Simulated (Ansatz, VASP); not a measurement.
# One calculation of AlN, two programs

```
CELL_PARAMETERS angstrom
3.07093 0.00000 0.00000
-1.53546 2.65950 0.00000
0.00000 0.00000 4.91368
ATOMIC_POSITIONS crystal
Al 0.66667 0.33333 0.50000
Al 0.33333 0.66667 0.00000
N 0.66667 0.33333 0.88000
N 0.33333 0.66667 0.38000
```

Alike in both runs: task single point; functional SVWN5; k mesh 10 × 10 × 6; occupations fermi-dirac, width 0.05 eV; no spin polarisation.

```csv
,VASP,Ansatz
version,VASP 6.6.1,Ansatz 0.2.0
potentials or method,"VASP PAW PBE potentials, release 64 (Al, N)",Ansatz PAW
plane-wave cutoff (eV),520,420
valence electrons in the cell,16,16
```

Ansatz gave:

* gap on the k mesh at the Fermi level (eV): 4.61
* least direct gap on the mesh (eV): 4.61
* pressure (GPa): 3.7
* traceless stress, the component that is largest in VASP (GPa): 0.96
* rms of the force components (eV/Å): 0.085

**Question.** What did VASP give for the same quantities?

**Answer.** gap on the k mesh at the Fermi level (eV): 4.60; least direct gap on the mesh (eV): 4.60; pressure (GPa): 4.8; traceless stress, the component that is largest in VASP (GPa): 0.97; rms of the force components (eV/Å): 0.088.

VASP's potentials were made for PBE, not for SVWN5. Atom by atom the forces differ by 0.003 eV/Å (rms over components). The functional is the same, so the differences come from potentials, cutoffs and numerics.
